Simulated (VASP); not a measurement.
# MgO (Fm-3m) in VASP: single point with PBE

Aim: the single point of MgO with PBE.

Program: VASP 6.6.1. These are calculated values, not measurements. Logs are shortened: lines on timing, memory, paths and dates and some standing lists are left out, and cuts for length are marked.

## Step 1: The cell of the first run

It takes space group Fm-3m (No. 225, cubic). Conventional cell: a = 4.425 Å, b = 4.425 Å, c = 4.425 Å, α = 90.00°, β = 90.00°, γ = 90.00°. Mg (site symmetry m-3m) has 6 O at 2.21 Å within 2.9 Å. O (site symmetry m-3m) has 6 Mg at 2.21 Å within 2.9 Å.

## Step 2: Single point, PBE

Contents of INCAR:

```
  PREC = Accurate
  ENCUT = 600
  EDIFF = 1E-6
  ISMEAR = -1
  SIGMA = 0.1
  LREAL = F
  LASPH = T
  NELM = 120
  ALGO = Normal
  ISIF = 2
  LWAVE = F
  LCHARG = F
  GGA = PE
  NBANDS = 11
  GGA_COMPAT = F
```

Contents of KPOINTS:

```
Automatic mesh
0
Gamma
  10 10 10
```

Contents of POSCAR:

```
MgO
1.0
    0.0000000000      2.2124420000      2.2124420000
    2.2124420000      0.0000000000      2.2124420000
    2.2124420000      2.2124420000      0.0000000000
Mg O
1 1
Direct
    0.0000000000      0.0000000000      0.0000000000
    0.5000000000      0.5000000000      0.5000000000
```

Potentials or basis: VASP PAW PBE potentials, release 64 (Mg, O).

The run is started by

```console
$ cat potpaw_PBE.64/Mg/POTCAR potpaw_PBE.64/O/POTCAR > POTCAR
$ mpirun -np 1 vasp_std > vasp.out
```

OUTCAR:

```text
PREC = Accurate
   ENCUT = 600
   EDIFF = 1E-6
   ISMEAR = -1
   LREAL = F
   LASPH = T
   NELM = 120
   ISIF = 2
   GGA = PE

 ion  position               nearest neighbor table
   1  0.000  0.000  0.000-   2 2.21   2 2.21   2 2.21   2 2.21   2 2.21   2 2.21
   2  0.500  0.500  0.500-   1 2.21   1 2.21   1 2.21   1 2.21   1 2.21   1 2.21

  LATTYP: Found a face centered cubic cell.
 ALAT       =     4.4248840000

  Lattice vectors:

 A1 = (   0.0000000000,   2.2124420000,   2.2124420000)
 A2 = (   2.2124420000,   0.0000000000,   2.2124420000)
 A3 = (   2.2124420000,   2.2124420000,   0.0000000000)

Analysis of symmetry for initial positions (statically):
=====================================================================
 Subroutine PRICEL returns:
 Original cell was already a primitive cell.

 Routine SETGRP: Setting up the symmetry group for a
 face centered cubic supercell.

 Subroutine GETGRP returns: Found 48 space group operations
 (whereof 48 operations were pure point group operations)
 out of a pool of 48 trial point group operations.

The static configuration has the point symmetry O_h .

Analysis of symmetry for dynamics (positions and initial velocities):
=====================================================================
 Subroutine PRICEL returns:
 Original cell was already a primitive cell.

 Routine SETGRP: Setting up the symmetry group for a
 face centered cubic supercell.

 Subroutine GETGRP returns: Found 48 space group operations
 (whereof 48 operations were pure point group operations)
 out of a pool of 48 trial point group operations.

The dynamic configuration has the point symmetry O_h .

 Subroutine INISYM returns: Found 48 space group operations
 (whereof 48 operations are pure point group operations),
 and found     1 'primitive' translations

----------------------------------------------------------------------------------------

                                     Primitive cell

  volume of cell :      21.6594

  direct lattice vectors                    reciprocal lattice vectors
     0.000000000  2.212442000  2.212442000    -0.225994625  0.225994625  0.225994625
     2.212442000  0.000000000  2.212442000     0.225994625 -0.225994625  0.225994625
     2.212442000  2.212442000  0.000000000     0.225994625  0.225994625 -0.225994625

  length of vectors
     3.128865482  3.128865482  3.128865482     0.391434173  0.391434173  0.391434173

  position of ions in fractional coordinates (direct lattice)
     0.000000000  0.000000000  0.000000000
     0.500000000  0.500000000  0.500000000

  ion indices of the primitive-cell ions
   primitive index   ion index
                 1           1
                 2           2

----------------------------------------------------------------------------------------

 KPOINTS: Automatic mesh

Automatic generation of k-mesh.
 Grid dimensions read from file:
 generate k-points for:   10   10   10

 Generating k-lattice:

  Cartesian coordinates                     Fractional coordinates (reciprocal lattice)
    -0.022599462  0.022599462  0.022599462     0.100000000  0.000000000  0.000000000
     0.022599462 -0.022599462  0.022599462     0.000000000  0.100000000  0.000000000
     0.022599462  0.022599462 -0.022599462     0.000000000  0.000000000  0.100000000

  Length of vectors
     0.039143417  0.039143417  0.039143417

  Shift w.r.t. Gamma in fractional coordinates (k-lattice)
     0.000000000  0.000000000  0.000000000

 Subroutine IBZKPT returns following result:
 ===========================================

 Found     47 irreducible k-points:

 Following reciprocal coordinates:
            Coordinates               Weight
  0.000000  0.000000  0.000000      1.000000
  0.100000  0.000000  0.000000      8.000000
  0.200000  0.000000  0.000000      8.000000
  0.300000  0.000000  0.000000      8.000000
  0.400000  0.000000  0.000000      8.000000
  0.500000  0.000000  0.000000      4.000000
[... 16 lines left out ...]
  0.300000  0.300000  0.000000      6.000000
  0.400000  0.300000  0.000000     24.000000
 [... further k-points ...]
   k-points           NKPTS =     47   k-points in BZ     NKDIM =     47   number of bands    NBANDS=     11
   number of dos      NEDOS =    301   number of ions     NIONS =      2
   total plane-waves  NPLWV =  21952
   dimension x,y,z NGX =    28 NGY =   28 NGZ =   28
   dimension x,y,z NGXF=    56 NGYF=   56 NGZF=   56
   ions per type =               1   1
   NGX,Y,Z   is equivalent  to a cutoff of  14.88, 14.88, 14.88 a.u.
   NGXF,Y,Z  is equivalent  to a cutoff of  29.75, 29.75, 29.75 a.u.
 SYSTEM =  unknown system
   PREC   = accura    normal or accurate (medium, high low for compatibility)
   ISTART =      0    job   : 0-new  1-cont  2-samecut
   ICHARG =      2    charge: 1-file 2-atom 10-const
   ISPIN  =      1    spin polarized calculation?
   LNONCOLLINEAR =      F non collinear calculations
   LSORBIT =      F    spin-orbit coupling
   LASPH  =      T    aspherical Exc in radial PAW
   ENCUT  =  600.0 eV  44.10 Ry    6.64 a.u.   6.25  6.25  6.25*2*pi/ulx,y,z
   NELM   =    120;   NELMIN=  2; NELMDL= -5     # of ELM steps
   EDIFF  = 0.1E-05   stopping-criterion for ELM
   LREAL  =      F    real-space projection
   EDIFFG = 0.1E-04   stopping-criterion for IOM
   NSW    =      0    number of steps for IOM
   IBRION =     -1    ionic relax: 0-MD 1-quasi-New 2-CG
   NFREE  =      0    steps in history (QN), initial steepest desc. (CG)
   ISIF   =      2    stress and relaxation
   ISYM   =      2    0-nonsym 1-usesym 2-fastsym
   POTIM  = 0.5000    time-step for ionic-motion
   TEBEG  =    0.0;   TEEND  =   0.0 temperature during run
   PSTRESS=    0.0 pullay stress
   NELECT =       8.0000    total number of electrons
   NUPDOWN=      -1.0000    fix difference up-down
   EMIN   =  10.00;   EMAX   =-10.00  energy-range for DOS
   EFERMI =   0.00;   METHOD = LEGACY
   ISMEAR =    -1;   SIGMA  =   0.10  broadening in eV -4-tet -1-fermi 0-gaus
   EFERMI_NEDOS =   21; number of points for ismear=-14 and -15
   IALGO  =     38    algorithm
   IMIX   =      4    mixing-type and parameters
     AMIX     =   0.40;   BMIX     =  1.00
     AMIX_MAG =   1.60;   BMIX_MAG =  1.00
  volume/ion in A,a.u.               =      10.83        73.08
  Fermi-wavevector in a.u.,A,eV,Ry     =   1.174599  2.219670 18.771722  1.379683
  Thomas-Fermi vector in A             =   2.310993
   LORBIT       =      0    0 simple, 1 ext, 2 COOP (PROOUT), +10 PAW based schemes
   GGA     = PE    functional components
   LHFCALC =     F    Hartree Fock is set to
   AEXX    =    0.0000 exact exchange contribution
   IVDW    =     0    specifies the selected vdW correction
   LEPSILON=     F    determine dielectric tensor
   LRPA    =     F    only Hartree local field effects (RPA)
 non-spin polarized calculation
  energy-cutoff  :      600.00
  volume of cell :       21.66
 maximum number of plane-waves:       740
 NGX is ok and might be reduce to    28
   NGX = 13   NGY = 13   NGZ = 13

 number of electron       7.9999999 magnetization

 Free energy of the ion-electron system (eV)
  ---------------------------------------------------
  ext. energy  EPLUGINS =         0.00000000
  ---------------------------------------------------
  free energy    TOTEN  =       -11.79053069 eV

  energy without entropy =      -11.79053069  energy(sigma->0) =      -11.79053069

 E-fermi :   4.0457     XC(G=0): -10.3999

 val. band max:        2.1607420346   @ k =   0.0000   0.0000   0.0000
 cond. band min:       5.5773123846   @ k =   0.0000   0.0000   0.0000
 fundamental gap:      3.4165703500
 Fermi energy:         4.0456612167

 k-point     1 :       0.0000    0.0000    0.0000
  band No.  band energies     occupation
      1     -14.4130      2.00000
      2       2.1607      2.00000
      3       2.1607      2.00000
      4       2.1607      2.00000
      5       5.5773      0.00000
      6      17.1173      0.00000
      7      17.1173      0.00000
      8      17.1173      0.00000
      9      20.6630      0.00000
     10      22.2750      0.00000
     11      22.2750      0.00000

 k-point     2 :       0.1000    0.0000    0.0000
  band No.  band energies     occupation
      1     -14.3325      2.00000
      2       1.5311      2.00000
      3       2.1087      2.00000
      4       2.1087      2.00000
      5       6.2234      0.00000
      6      15.9041      0.00000
      7      17.3009      0.00000
      8      17.3009      0.00000
      9      21.3045      0.00000
     10      21.3045      0.00000
     11      22.0010      0.00000

 k-point     3 :       0.2000    0.0000    0.0000
  band No.  band energies     occupation
      1     -14.1130      2.00000
      2       0.3518      2.00000
      3       1.9767      2.00000
      4       1.9767      2.00000
      5       7.4192      0.00000
      6      14.3552      0.00000
      7      17.5916      0.00000
      8      17.5916      0.00000
      9      20.6192      0.00000
     10      20.6193      0.00000
     11      22.1203      0.00000

 k-point     4 :       0.3000    0.0000    0.0000
  band No.  band energies     occupation
      1     -13.8220      2.00000
      2      -0.7688      2.00000
      3       1.8203      2.00000
      4       1.8203      2.00000
      5       8.4566      0.00000
      6      13.4208      0.00000
      7      17.4562      0.00000
      8      17.4562      0.00000
      9      21.1098      0.00000
     10      21.1098      0.00000
     11      21.5204      0.00000

 k-point     5 :       0.4000    0.0000    0.0000
  band No.  band energies     occupation
      1     -13.5674      2.00000
      2      -1.5621      2.00000
      3       1.6991      2.00000
      4       1.6991      2.00000
      5       9.0180      0.00000
      6      13.1383      0.00000
      7      17.1313      0.00000
      8      17.1313      0.00000
      9      21.0856      0.00000
     10      22.2303      0.00000
     11      22.2303      0.00000
[... 211 lines left out ...]
 k-point    21 :      -0.3000    0.2000    0.0000
  band No.  band energies     occupation
      1     -13.5054      2.00000
      2      -1.0532      2.00000
      3       0.6410      2.00000
      4       1.6507      2.00000
      5      10.2057      0.00000
      6      13.0205      0.00000
      7      14.7324      0.00000
      8      17.7939      0.00000
      9      21.1086      0.00000
     10      21.4444      0.00000
     11      24.7722      0.00000

 k-point    22 :      -0.2000    0.2000    0.0000
  band No.  band energies     occupation
      1     -13.7341      2.00000
      2      -0.6004      2.00000
      3       1.0434      2.00000
      4       1.8260      2.00000
      5       9.2595      0.00000
      6      13.2565      0.00000
      7      15.6469      0.00000
      8      18.2301      0.00000
      9      19.5389      0.00000
     10      21.8225      0.00000
     11      24.4875      0.00000

 k-point    23 :       0.3000    0.3000    0.0000
  band No.  band energies     occupation
      1     -13.6661      2.00000
      2      -0.6212      2.00000
      3       1.3664      2.00000
      4       1.3664      2.00000
      5       9.5557      0.00000
      6      12.2572      0.00000
      7      15.0285      0.00000
      8      18.3491      0.00000
      9      18.3491      0.00000
     10      24.6743      0.00000
     11      26.6492      0.00000

 k-point    24 :       0.4000    0.3000    0.0000
  band No.  band energies     occupation
      1     -13.4841      2.00000
      2      -0.9586      2.00000
      3       1.0579      2.00000
      4       1.2423      2.00000
      5      10.2925      0.00000
      6      11.9090      0.00000
      7      14.2579      0.00000
      8      18.4637      0.00000
      9      18.6513      0.00000
     10      25.2689      0.00000
     11      26.3097      0.00000

 [... further k-points ...]
[... 5 lines left out ...]
  --------------------------------------------------------------------------------------
  -------------------------------------------------------------------------------------
  Total       -1.9967173     -1.9967173     -1.9967173      0.0000000      0.0000000      0.0000000
  in kB     -147.7003357   -147.7003357   -147.7003357      0.0000000      0.0000000      0.0000000
  external PRESSURE =    -147.7003357 kB  Pullay stress =       0.0000000 kB

 VOLUME and BASIS-vectors are now :
 -----------------------------------------------------------------------------
  energy-cutoff  :      600.00
  volume of cell :       21.66
      direct lattice vectors                 reciprocal lattice vectors
     0.000000000  2.212442000  2.212442000    -0.225994625  0.225994625  0.225994625
     2.212442000  0.000000000  2.212442000     0.225994625 -0.225994625  0.225994625
     2.212442000  2.212442000  0.000000000     0.225994625  0.225994625 -0.225994625

 POSITION                                       TOTAL-FORCE (eV/Angst)
 -----------------------------------------------------------------------------------
      0.00000      0.00000      0.00000         0.000000      0.000000      0.000000
      2.21244      2.21244      2.21244         0.000000     -0.000000     -0.000000
 -----------------------------------------------------------------------------------
    total drift:                                0.000000      0.000000      0.000000

  FREE ENERGIE OF THE ION-ELECTRON SYSTEM (eV)
  ---------------------------------------------------
  free  energy   TOTEN  =       -11.7905306883 eV

  energy  without entropy=      -11.7905306865  energy(sigma->0) =      -11.79053069
```

It took 7.9 s on 1 thread of Intel Xeon Platinum 8488C (Sapphire Rapids), shared host; peak memory 0.16 GiB.

What came out:

```yaml
Free_energy: -11.7905 eV
Pressure: -14.8 GPa
Band_gap_on_the_k_mesh: 3.42 eV, direct
```

Levels at points of the mesh, in eV from the valence-band top:
| k point | band 1 | band 2 | band 3 | band 4 | band 5 | band 6 | band 7 | band 8 | band 9 |
| --- | --- | --- | --- | --- | --- | --- | --- | --- | --- |
| (0.00, 0.00, 0.00) | -16.57 | 0.00 | 0.00 | 0.00 | 3.42 | 14.96 | 14.96 | 14.96 | 18.50 |
| (0.50, 0.00, 0.00) | -15.63 | -4.01 | -0.51 | -0.51 | 7.00 | 10.98 | 14.83 | 14.83 | 18.78 |
| (0.50, 0.50, 0.00) | -15.42 | -3.51 | -1.15 | -1.15 | 8.45 | 8.91 | 11.60 | 16.83 | 16.83 |

A hybrid or GW would open this gap; PBE tends to underestimate it.
